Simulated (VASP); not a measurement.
Input of a VASP 6.6.1 run:

Contents of INCAR:

```
ALGO = Normal
EDIFF = 1E-6
ENCUT = 1340
GGA = PE
GGA_COMPAT = F
ISIF = 2
ISMEAR = 0
LASPH = T
LCHARG = T
LELF = T
LREAL = F
LVHAR = T
LWAVE = F
NBANDS = 28
NELM = 120
PREC = Accurate
SIGMA = 0.01
```

The input KPOINTS:

```
k-points
0
Gamma
  4 4 4
```

Contents of POSCAR:

```
BaTiO3
1.0
    4.0195561865      0.0000000000      0.0000000000
    0.0000000000      4.0195561865      0.0000000000
    0.0000000000      0.0000000000      4.0195561865
Ba Ti O
1 1 3
Direct
    0.5000000000      0.5000000000      0.5000000000
    0.0000000000      0.0000000000      0.0000000000
    0.5000000000      0.0000000000      0.0000000000
    0.0000000000      0.5000000000      0.0000000000
    0.0000000000      0.0000000000      0.5000000000
```

Potentials or basis: VASP PAW PBE potentials, release 64 (Ba_sv, Ti_sv, O_h).

Launch:

```console
$ cat potpaw_PBE.64/Ba_sv/POTCAR potpaw_PBE.64/Ti_sv/POTCAR potpaw_PBE.64/O_h/POTCAR > POTCAR
$ mpirun -np 1 vasp_std > vasp.out
```

**Question.** What does it give for the pressure?

**Answer.** 1.5 GPa.

**Question.** Predict the band gap on the k mesh.

**Answer.** 1.71 eV (least direct gap 1.86 eV).

Caveat: spin-orbit coupling is left out, which moves the levels of the heavy elements. A k mesh can miss the band edges.
